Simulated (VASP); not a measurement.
# TePb in VASP: single point with PBE

Aim: the single point of TePb with PBE.

Program: VASP 6.6.1. These are calculated values, not measurements. Logs are shortened: lines on timing, memory, paths and dates and some standing lists are left out, and cuts for length are marked.

### Step 1. The cell of the first run

The cell holds a slab with vacuum, 8 atoms: a = 4.644 Å, b = 4.644 Å, c = 25.851 Å, α = 90.00°, β = 90.00°, γ = 90.00°.

### Step 2. Single point, PBE

Input file POSCAR:

```
TePb
1.0
    4.6436706446      0.0000000000      0.0000000000
    0.0000000000      4.6436706446      0.0000000000
    0.0000000000      0.0000000000     25.8507000000
Pb Te
4 4
Direct
    0.0000000000      0.0000000000      0.3094691245
    0.5000000000      0.5000000000      0.4364897077
    0.0000000000      0.0000000000      0.5635102916
    0.5000000000      0.5000000000      0.6905308755
    0.5000000000      0.5000000000      0.3094691245
    0.0000000000      0.0000000000      0.4364897077
    0.5000000000      0.5000000000      0.5635102916
    0.0000000000      0.0000000000      0.6905308755
```

Input file INCAR.step1:

```
SYSTEM = TePb
PREC = Accurate ; ENCUT = 520
EDIFF = 1E-6 ; ISMEAR = -1
SIGMA = 0.02 ; LREAL = .False.
LASPH = .True. ; NELM = 80
ALGO = Normal ; ISIF = 2
LWAVE = .False. ; LCHARG = .True.
LDIPOL = .True. ; IDIPOL = 3
DIPOL = 0.5 0.5 0.500 ; GGA = PE
NBANDS = 50
```

Input file KPOINTS.step1:

```
regular mesh
0
Gamma
  6 6 1
  0 0 0
```

Input file INCAR.step2:

```
SYSTEM = TePb
PREC = Accurate ; ENCUT = 520
EDIFF = 1E-6 ; ISMEAR = -5
SIGMA = 0.02 ; LREAL = .False.
LASPH = .True. ; NELM = 80
ALGO = Normal ; ISIF = 2
LWAVE = .False. ; LCHARG = .False.
LDIPOL = .True. ; IDIPOL = 3
DIPOL = 0.5 0.5 0.500 ; GGA = PE
LORBIT = 10 ; NBANDS = 50
NEDOS = 2001 ; ICHARG = 11
```

Input file KPOINTS.step2:

```
regular mesh
0
Gamma
  9 9 1
  0 0 0
```

Potentials or basis: VASP PAW PBE potentials, release 64 (Pb_d, Te).

Command:

```bash
cat potpaw_PBE.64/Pb_d/POTCAR potpaw_PBE.64/Te/POTCAR > POTCAR
cp INCAR.step1 INCAR
cp KPOINTS.step1 KPOINTS
mpirun -np 1 vasp_std > vasp.out
cp INCAR.step2 INCAR
cp KPOINTS.step2 KPOINTS
mpirun -np 1 vasp_std > vasp.out
```

OUTCAR:

```text
SYSTEM = TePb
   PREC = Accurate
   ENCUT = 520
   EDIFF = 1E-6
   ISMEAR = -5
   LREAL = .False.
   LASPH = .True.
   NELM = 80
   ISIF = 2
   GGA = PE
   LORBIT = 10
   ICHARG = 11

 ion  position               nearest neighbor table
   1  0.000  0.000  0.309-   6 3.28   5 3.28   5 3.28   5 3.28   5 3.28
   2  0.500  0.500  0.436-   5 3.28   6 3.28   6 3.28   6 3.28   6 3.28   7 3.28
   3  0.000  0.000  0.564-   7 3.28   7 3.28   7 3.28   7 3.28   6 3.28   8 3.28
   4  0.500  0.500  0.691-   8 3.28   8 3.28   8 3.28   8 3.28   7 3.28
   5  0.500  0.500  0.309-   2 3.28   1 3.28   1 3.28   1 3.28   1 3.28
   6  0.000  0.000  0.436-   1 3.28   2 3.28   2 3.28   2 3.28   2 3.28   3 3.28
   7  0.500  0.500  0.564-   3 3.28   3 3.28   3 3.28   3 3.28   2 3.28   4 3.28
   8  0.000  0.000  0.691-   4 3.28   4 3.28   4 3.28   4 3.28   3 3.28

  LATTYP: Found a simple tetragonal cell.
 ALAT       =     4.6436706446
 C/A-ratio  =     5.5668676740

  Lattice vectors:

 A1 = (   4.6436706446,   0.0000000000,   0.0000000000)
 A2 = (   0.0000000000,   4.6436706446,   0.0000000000)
 A3 = (   0.0000000000,   0.0000000000,  25.8507000000)

Analysis of symmetry for initial positions (statically):
=====================================================================
 Subroutine PRICEL returns:
 Original cell was already a primitive cell.

 Routine SETGRP: Setting up the symmetry group for a
 simple tetragonal supercell.

 Subroutine GETGRP returns: Found 16 space group operations
 (whereof  8 operations were pure point group operations)
 out of a pool of 16 trial point group operations.

The static configuration has the point symmetry C_4v.
 The point group associated with its full space group is D_4h.

Analysis of symmetry for dynamics (positions and initial velocities):
=====================================================================
 Subroutine PRICEL returns:
 Original cell was already a primitive cell.

 Routine SETGRP: Setting up the symmetry group for a
 simple tetragonal supercell.

 Subroutine GETGRP returns: Found 16 space group operations
 (whereof  8 operations were pure point group operations)
 out of a pool of 16 trial point group operations.

The dynamic configuration has the point symmetry C_4v.
 The point group associated with its full space group is D_4h.

 Subroutine INISYM returns: Found 16 space group operations
 (whereof  8 operations are pure point group operations),
 and found     1 'primitive' translations

----------------------------------------------------------------------------------------

                                     Primitive cell

  volume of cell :     557.4361

  direct lattice vectors                    reciprocal lattice vectors
     4.643670645  0.000000000  0.000000000     0.215346883  0.000000000  0.000000000
     0.000000000  4.643670645  0.000000000     0.000000000  0.215346883  0.000000000
     0.000000000  0.000000000 25.850700000     0.000000000  0.000000000  0.038683672

  length of vectors
     4.643670645  4.643670645 25.850700000     0.215346883  0.215346883  0.038683672

  position of ions in fractional coordinates (direct lattice)
     0.000000000  0.000000000  0.309469124
     0.500000000  0.500000000  0.436489708
     0.000000000  0.000000000  0.563510292
     0.500000000  0.500000000  0.690530876
     0.500000000  0.500000000  0.309469124
     0.000000000  0.000000000  0.436489708
     0.500000000  0.500000000  0.563510292
     0.000000000  0.000000000  0.690530876

  ion indices of the primitive-cell ions
   primitive index   ion index
                 1           1
                 2           2
                 3           3
                 4           4
                 5           5
                 6           6
                 7           7
                 8           8

----------------------------------------------------------------------------------------

 KPOINTS: regular mesh

Automatic generation of k-mesh.
 Grid dimensions read from file:
 generate k-points for:    9    9    1

 Generating k-lattice:

  Cartesian coordinates                     Fractional coordinates (reciprocal lattice)
     0.023927431  0.000000000  0.000000000     0.111111111  0.000000000  0.000000000
     0.000000000  0.023927431  0.000000000     0.000000000  0.111111111  0.000000000
     0.000000000  0.000000000  0.038683672     0.000000000  0.000000000  1.000000000

  Length of vectors
     0.023927431  0.023927431  0.038683672

  Shift w.r.t. Gamma in fractional coordinates (k-lattice)
     0.000000000  0.000000000  0.000000000

 TETIRR: Found    111 inequivalent tetrahedra from      486

 Subroutine IBZKPT returns following result:
 ===========================================

 Found     15 irreducible k-points:

 Following reciprocal coordinates:
            Coordinates               Weight
  0.000000  0.000000  0.000000      1.000000
  0.111111  0.000000  0.000000      4.000000
  0.222222  0.000000  0.000000      4.000000
  0.333333  0.000000  0.000000      4.000000
  0.444444  0.000000  0.000000      4.000000
  0.111111  0.111111  0.000000      4.000000
  0.222222  0.111111  0.000000      8.000000
  0.333333  0.111111  0.000000      8.000000
  0.444444  0.111111  0.000000      8.000000
  0.222222  0.222222  0.000000      4.000000
  0.333333  0.222222  0.000000      8.000000
  0.444444  0.222222  0.000000      8.000000
  0.333333  0.333333  0.000000      4.000000
  0.444444  0.333333  0.000000      8.000000
  0.444444  0.444444  0.000000      4.000000
   k-points           NKPTS =     15   k-points in BZ     NKDIM =     15   number of bands    NBANDS=     50
   number of dos      NEDOS =   2001   number of ions     NIONS =      8
   total plane-waves  NPLWV = 248832
   dimension x,y,z NGX =    36 NGY =   36 NGZ =  192
   dimension x,y,z NGXF=    72 NGYF=   72 NGZF=  384
   ions per type =               4   4
   NGX,Y,Z   is equivalent  to a cutoff of  12.89, 12.89, 12.35 a.u.
   NGXF,Y,Z  is equivalent  to a cutoff of  25.78, 25.78, 24.70 a.u.
 SYSTEM =  TePb
   PREC   = accura    normal or accurate (medium, high low for compatibility)
   ISTART =      0    job   : 0-new  1-cont  2-samecut
   ICHARG =     11    charge: 1-file 2-atom 10-const
   ISPIN  =      1    spin polarized calculation?
   LNONCOLLINEAR =      F non collinear calculations
   LSORBIT =      F    spin-orbit coupling
   LASPH  =      T    aspherical Exc in radial PAW
   ENCUT  =  520.0 eV  38.22 Ry    6.18 a.u.   8.63  8.63 48.07*2*pi/ulx,y,z
   NELM   =     80;   NELMIN=  2; NELMDL=  0     # of ELM steps
   EDIFF  = 0.1E-05   stopping-criterion for ELM
   LREAL  =      F    real-space projection
   EDIFFG = 0.1E-04   stopping-criterion for IOM
   NSW    =      0    number of steps for IOM
   IBRION =     -1    ionic relax: 0-MD 1-quasi-New 2-CG
   NFREE  =      0    steps in history (QN), initial steepest desc. (CG)
   ISIF   =      2    stress and relaxation
   ISYM   =      2    0-nonsym 1-usesym 2-fastsym
   POTIM  = 0.5000    time-step for ionic-motion
   TEBEG  =    0.0;   TEEND  =   0.0 temperature during run
   PSTRESS=    0.0 pullay stress
   NELECT =      80.0000    total number of electrons
   NUPDOWN=      -1.0000    fix difference up-down
   EMIN   =  10.00;   EMAX   =-10.00  energy-range for DOS
   EFERMI =   0.00;   METHOD = LEGACY
   ISMEAR =    -5;   SIGMA  =   0.02  broadening in eV -4-tet -1-fermi 0-gaus
   EFERMI_NEDOS =   21; number of points for ismear=-14 and -15
   IALGO  =     38    algorithm
   IMIX   =      4    mixing-type and parameters
     AMIX     =   0.40;   BMIX     =  1.00
     AMIX_MAG =   1.60;   BMIX_MAG =  1.00
  volume/ion in A,a.u.               =      69.68       470.22
  Fermi-wavevector in a.u.,A,eV,Ry     =   0.857116  1.619715  9.995499  0.734648
  Thomas-Fermi vector in A             =   1.974121
   LORBIT       =     10    0 simple, 1 ext, 2 COOP (PROOUT), +10 PAW based schemes
   GGA     = PE    functional components
   LHFCALC =     F    Hartree Fock is set to
   AEXX    =    0.0000 exact exchange contribution
   IVDW    =     0    specifies the selected vdW correction
   LEPSILON=     F    determine dielectric tensor
   LRPA    =     F    only Hartree local field effects (RPA)
 non-spin polarized calculation
 Fermi weights with tetrahedron method with Bloechl corrections
  energy-cutoff  :      520.00
  volume of cell :      557.44
 maximum number of plane-waves:     15097
 NGX is ok and might be reduce to    36

 number of electron      79.9999990 magnetization

 dipolmoment           0.000000      0.000000     -0.000000 electrons x Angstroem

 Free energy of the ion-electron system (eV)
  ---------------------------------------------------
  ext. energy  EPLUGINS =         0.00000000
  ---------------------------------------------------
  free energy    TOTEN  =       -29.51067280 eV

  energy without entropy =      -29.51067280  energy(sigma->0) =      -29.51067280

 E-fermi :   0.2814     XC(G=0):  -5.0865

 val. band max:        0.2710831926   @ k =   0.4444   0.0000   0.0000
 cond. band min:       1.4366331622   @ k =   0.3333   0.0000   0.0000
 fundamental gap:      1.1655499696
 Fermi energy:         0.2814236884

 k-point     1 :       0.0000    0.0000    0.0000
  band No.  band energies     occupation
      1     -16.4987      2.00000
      2     -16.4983      2.00000
      3     -16.4464      2.00000
      4     -16.4464      2.00000
      5     -16.4464      2.00000
      6     -16.4464      2.00000
[... 42 lines left out ...]
     49       4.6744      0.00000
     50       4.7624      0.00000
[... 740 lines left out ...]
     49       5.4770      0.00000
     50       5.6713      0.00000

------------------------ aborting loop because EDIFF is reached ----------------------------------------

 vacuum level on the upper side and lower side of the slab       (xc-potential included)        -0.113        -0.113

  FORCE on cell =-STRESS in cart. coord.  units (eV):
  Direction    XX          YY          ZZ          XY          YZ          ZX
  --------------------------------------------------------------------------------------
  -------------------------------------------------------------------------------------
  Total       -0.9154004     -0.9154004     -2.9865078      0.0000000      0.0000000      0.0000000
  in kB       -2.6310346     -2.6310346     -8.5837906      0.0000000      0.0000000      0.0000000
  external PRESSURE =      -4.6152866 kB  Pullay stress =       0.0000000 kB

 VOLUME and BASIS-vectors are now :
 -----------------------------------------------------------------------------
  energy-cutoff  :      520.00
  volume of cell :      557.44
      direct lattice vectors                 reciprocal lattice vectors
     4.643670645  0.000000000  0.000000000     0.215346883  0.000000000  0.000000000
     0.000000000  4.643670645  0.000000000     0.000000000  0.215346883  0.000000000
     0.000000000  0.000000000 25.850700000     0.000000000  0.000000000  0.038683672

 POSITION                                       TOTAL-FORCE (eV/Angst)
 -----------------------------------------------------------------------------------
      0.00000      0.00000      7.99999         0.000000      0.000000      0.450755
      2.32184      2.32184     11.28356         0.000000      0.000000     -0.356190
      0.00000      0.00000     14.56714         0.000000     -0.000000      0.356190
      2.32184      2.32184     17.85071         0.000000     -0.000000     -0.450755
      2.32184      2.32184      7.99999         0.000000      0.000000      0.073278
      0.00000      0.00000     11.28356         0.000000     -0.000000     -0.321974
      2.32184      2.32184     14.56714         0.000000      0.000000      0.321974
      0.00000      0.00000     17.85071         0.000000      0.000000     -0.073278
 -----------------------------------------------------------------------------------
    total drift:                                0.000000      0.000000     -0.000012

  FREE ENERGIE OF THE ION-ELECTRON SYSTEM (eV)
  ---------------------------------------------------
  free  energy   TOTEN  =       -29.5106728050 eV

  energy  without entropy=      -29.5106728050  energy(sigma->0) =      -29.51067280

 vacuum level on the upper side and lower side of the slab         4.711         4.711

 total charge

# of ion       s       p       d       tot
------------------------------------------
    1        1.457   0.539   9.826  11.822
    2        1.462   0.552   9.830  11.845
    3        1.462   0.552   9.830  11.845
    4        1.457   0.539   9.826  11.822
    5        1.373   1.983   0.012   3.368
    6        1.372   1.986   0.015   3.374
    7        1.372   1.986   0.015   3.374
    8        1.373   1.983   0.012   3.368
--------------------------------------------------
tot         11.330  10.120  39.367  60.817
```

Run time: 6.6 min. Hardware: 1 thread of Intel Xeon 6975P-C (Granite Rapids), shared host; peak memory 0.68 GiB.

Results:

```yaml
Valence_electrons_inside_the_program's_atomic_spheres: Pb 11.82, 11.85 (each value once); Te 3.37
```

Caveat: spin-orbit coupling is left out, which moves the levels of the heavy elements.
